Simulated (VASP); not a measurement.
# Hf (Fm-3m) in VASP: a series of runs, part 2 of 2

VASP 6.6.1.

### 3 Electric field gradients, PBEsol (23.20 Å³/atom)

This run uses another cell than the first one, of 23.20 Å³/atom.

Contents of INCAR:

```
PREC = Accurate ; ENCUT = 520
EDIFF = 1E-8 ; ISMEAR = -1
SIGMA = 0.03 ; LREAL = False
LASPH = True ; NELM = 80
ALGO = Normal ; ISIF = 2
LWAVE = False ; LCHARG = False
GGA = PS ; LEFG = True
NBANDS = 11
```

Contents of KPOINTS:

```
regular mesh
0
Gamma
  16 16 16
```

Contents of POSCAR:

```
Hf
1.0
    0.0000000000      2.2635404658      2.2635404658
    2.2635404658      0.0000000000      2.2635404658
    2.2635404658      2.2635404658      0.0000000000
Hf
1
Direct
    0.0000000000      0.0000000000      0.0000000000
```

Potentials or basis: VASP PAW PBE potentials, release 64 (Hf_pv).

Launch:

```console
> cat potpaw_PBE.64/Hf_pv/POTCAR > POTCAR
> mpirun -np 1 vasp_std > vasp.out
```

OUTCAR:

```text
PREC = Accurate
   ENCUT = 520
   EDIFF = 1E-8
   ISMEAR = -1
   LREAL = False
   LASPH = True
   NELM = 80
   ISIF = 2
   GGA = PS

 ion  position               nearest neighbor table
   1  0.000  0.000  0.000-

  LATTYP: Found a face centered cubic cell.
 ALAT       =     4.5270809316

  Lattice vectors:

 A1 = (   0.0000000000,   2.2635404658,   2.2635404658)
 A2 = (   2.2635404658,   0.0000000000,   2.2635404658)
 A3 = (   2.2635404658,   2.2635404658,   0.0000000000)

Analysis of symmetry for initial positions (statically):
=====================================================================
 Subroutine PRICEL returns:
 Original cell was already a primitive cell.

 Routine SETGRP: Setting up the symmetry group for a
 face centered cubic supercell.

 Subroutine GETGRP returns: Found 48 space group operations
 (whereof 48 operations were pure point group operations)
 out of a pool of 48 trial point group operations.

The static configuration has the point symmetry O_h .

Analysis of symmetry for dynamics (positions and initial velocities):
=====================================================================
 Subroutine PRICEL returns:
 Original cell was already a primitive cell.

 Routine SETGRP: Setting up the symmetry group for a
 face centered cubic supercell.

 Subroutine GETGRP returns: Found 48 space group operations
 (whereof 48 operations were pure point group operations)
 out of a pool of 48 trial point group operations.

The dynamic configuration has the point symmetry O_h .

 Subroutine INISYM returns: Found 48 space group operations
 (whereof 48 operations are pure point group operations),
 and found     1 'primitive' translations

----------------------------------------------------------------------------------------

                                     Primitive cell

  volume of cell :      23.1950

  direct lattice vectors                    reciprocal lattice vectors
     0.000000000  2.263540466  2.263540466    -0.220892892  0.220892892  0.220892892
     2.263540466  0.000000000  2.263540466     0.220892892 -0.220892892  0.220892892
     2.263540466  2.263540466  0.000000000     0.220892892  0.220892892 -0.220892892

  length of vectors
     3.201129626  3.201129626  3.201129626     0.382597712  0.382597712  0.382597712

  position of ions in fractional coordinates (direct lattice)
     0.000000000  0.000000000  0.000000000

  ion indices of the primitive-cell ions
   primitive index   ion index
                 1           1

----------------------------------------------------------------------------------------

 KPOINTS: regular mesh

Automatic generation of k-mesh.
 Grid dimensions read from file:
 generate k-points for:   16   16   16

 Generating k-lattice:

[... 62 lines left out ...]
   LREAL  =      F    real-space projection
   EDIFFG = 0.1E-06   stopping-criterion for IOM
   NSW    =      0    number of steps for IOM
   IBRION =     -1    ionic relax: 0-MD 1-quasi-New 2-CG
   NFREE  =      0    steps in history (QN), initial steepest desc. (CG)
   ISIF   =      2    stress and relaxation
   ISYM   =      2    0-nonsym 1-usesym 2-fastsym
   POTIM  = 0.5000    time-step for ionic-motion
   TEBEG  =    0.0;   TEEND  =   0.0 temperature during run
   PSTRESS=    0.0 pullay stress
   NELECT =      10.0000    total number of electrons
   NUPDOWN=      -1.0000    fix difference up-down
   EMIN   =  10.00;   EMAX   =-10.00  energy-range for DOS
   EFERMI =   0.00;   METHOD = LEGACY
   ISMEAR =    -1;   SIGMA  =   0.03  broadening in eV -4-tet -1-fermi 0-gaus
   EFERMI_NEDOS =   21; number of points for ismear=-14 and -15
   IALGO  =     38    algorithm
   IMIX   =      4    mixing-type and parameters
     AMIX     =   0.40;   BMIX     =  1.00
     AMIX_MAG =   1.60;   BMIX_MAG =  1.00
  volume/ion in A,a.u.               =      23.20       156.53
  Fermi-wavevector in a.u.,A,eV,Ry     =   1.236735  2.337090 20.810286  1.529513
  Thomas-Fermi vector in A             =   2.371331
   LORBIT       =      0    0 simple, 1 ext, 2 COOP (PROOUT), +10 PAW based schemes
   GGA     = PS    functional components
   LHFCALC =     F    Hartree Fock is set to
   AEXX    =    0.0000 exact exchange contribution
   IVDW    =     0    specifies the selected vdW correction
   LEPSILON=     F    determine dielectric tensor
   LRPA    =     F    only Hartree local field effects (RPA)
 non-spin polarized calculation
  energy-cutoff  :      520.00
  volume of cell :       23.20
 maximum number of plane-waves:       637
   NGX = 11   NGY = 11   NGZ = 11

 number of electron      10.0000000 magnetization

 Free energy of the ion-electron system (eV)
  ---------------------------------------------------
  ext. energy  EPLUGINS =         0.00000000
  ---------------------------------------------------
  free energy    TOTEN  =       -10.39266216 eV

  energy without entropy =      -10.38651519  energy(sigma->0) =      -10.38958868

 E-fermi :   4.3344     XC(G=0): -11.2295

 val. band max:        4.3344173918   @ k =  -0.2500   0.0625   0.0000
 cond. band min:       4.3419353159   @ k =  -0.3125   0.3125   0.0000
 fundamental gap:      0.0075179241
 Fermi energy:         4.3344282374

 k-point     1 :       0.0000    0.0000    0.0000
  band No.  band energies     occupation
      1     -25.7645      2.00000
      2     -25.7645      2.00000
      3     -25.7645      2.00000
      4      -2.7544      2.00000
      5       5.7074      0.00000
      6       5.7074      0.00000
      7       5.7074      0.00000
      8       8.3612      0.00000
      9       8.3612      0.00000
     10      15.5866      0.00000
     11      17.2508      0.00000
[... 309 lines left out ...]
 k-point    24 :      -0.0625    0.0625    0.0000
  band No.  band energies     occupation
      1     -25.8345      2.00000
      2     -25.7850      2.00000
      3     -25.7696      2.00000
      4      -2.4080      2.00000
      5       5.3628      0.00000
      6       5.8682      0.00000
      7       5.8803      0.00000
      8       8.0397      0.00000
      9       8.3528      0.00000
     10      16.3395      0.00000
     11      17.2483      0.00000

 [... further k-points ...]
[... 5 lines left out ...]
  --------------------------------------------------------------------------------------
  -------------------------------------------------------------------------------------
  Total       -1.0579923     -1.0579923     -1.0579923     -0.0000000     -0.0000000      0.0000000
  in kB      -73.0799584    -73.0799584    -73.0799584     -0.0000000     -0.0000000      0.0000000
  external PRESSURE =     -73.0799584 kB  Pullay stress =       0.0000000 kB

 VOLUME and BASIS-vectors are now :
 -----------------------------------------------------------------------------
  energy-cutoff  :      520.00
  volume of cell :       23.20
      direct lattice vectors                 reciprocal lattice vectors
     0.000000000  2.263540466  2.263540466    -0.220892892  0.220892892  0.220892892
     2.263540466  0.000000000  2.263540466     0.220892892 -0.220892892  0.220892892
     2.263540466  2.263540466  0.000000000     0.220892892  0.220892892 -0.220892892

 POSITION                                       TOTAL-FORCE (eV/Angst)
 -----------------------------------------------------------------------------------
      0.00000      0.00000      0.00000         0.000000     -0.000000     -0.000000
 -----------------------------------------------------------------------------------
    total drift:                                0.000000      0.000000     -0.000000

  FREE ENERGIE OF THE ION-ELECTRON SYSTEM (eV)
  ---------------------------------------------------
  free  energy   TOTEN  =       -10.3926621606 eV

  energy  without entropy=      -10.3865151930  energy(sigma->0) =      -10.38958868

 Electric field gradients (V/A^2)
---------------------------------------------------------------------
 ion       V_xx      V_yy      V_zz      V_xy      V_xz      V_yz
---------------------------------------------------------------------
   1      -0.000     0.000    -0.000    -0.000    -0.000    -0.000
---------------------------------------------------------------------

 Electric field gradients after diagonalization (V/A^2)
 (convention: |V_zz| > |V_xx| > |V_yy|)
----------------------------------------------------------------------
 ion       V_xx      V_yy      V_zz     asymmetry (V_yy - V_xx)/ V_zz
----------------------------------------------------------------------
   1       0.000     0.000    -0.001       0.000
----------------------------------------------------------------------

           NMR quadrupolar parameters

 Cq : quadrupolar parameter    Cq=e*Q*V_zz/h
 eta: asymmetry parameters     (V_yy - V_xx)/ V_zz
 Q  : nuclear electric quadrupole moment in mb (millibarn)
----------------------------------------------------------------------
 ion       Cq(MHz)       eta       Q (mb)
----------------------------------------------------------------------
   1      -0.000       0.000       1.000
----------------------------------------------------------------------
```

stdout:

```text
POSCAR found type information on POSCAR Hf
 POSCAR found :  1 types and       1 ions
 scaLAPACK will be used
 -----------------------------------------------------------------------------
|                                                                             |
|                                                                             |
|     You enforced a specific xc type in the INCAR file but a different       |
|     I HOPE YOU KNOW WHAT YOU ARE DOING!                                     |
|                                                                             |
 -----------------------------------------------------------------------------

 LDA part: xc-table for (Slater+PW92), standard interpolation
 POSCAR, INCAR and KPOINTS ok, starting setup
 FFT: planning ... GRIDC
 FFT: planning ... GRID_SOFT
 FFT: planning ... GRID
 WAVECAR not read
 entering main loop
ion   1
```

Run time: 36 s. Hardware: 1 thread of Intel Xeon 8259CL, shared host; peak memory 0.16 GiB.

Results:

```yaml
Free_energy: -10.3927 eV
Pressure: -7.3 GPa
Band_gap_on_the_k_mesh: zero (bands 5 and 6 overlap by 1.75 eV)
Largest_electric_field_gradient_by_atom: under 0.05 V/Å² on every atom
```

Levels at points of the mesh, in eV from the Fermi level:
```
           k point  band 1  band 2  band 3  band 4  band 5  band 6  band 7  band 8  band 9  band 10
(0.00, 0.00, 0.00)  -30.10  -30.10  -30.10   -7.09    1.37    1.37    1.37    4.03    4.03    11.25
(0.50, 0.00, 0.00)  -30.82  -30.20  -30.20   -3.54    0.50    1.16    1.16    6.05    6.05     8.91
(0.50, 0.50, 0.00)  -30.78  -30.36  -30.36   -3.11   -2.00    2.36    6.05    6.65    6.65     9.60
```

Caveat: the cell stands under tension; the PAW data sets were made with another functional, which shifts forces and pressure a little; spin-orbit coupling is left out, which moves the levels of the heavy elements.
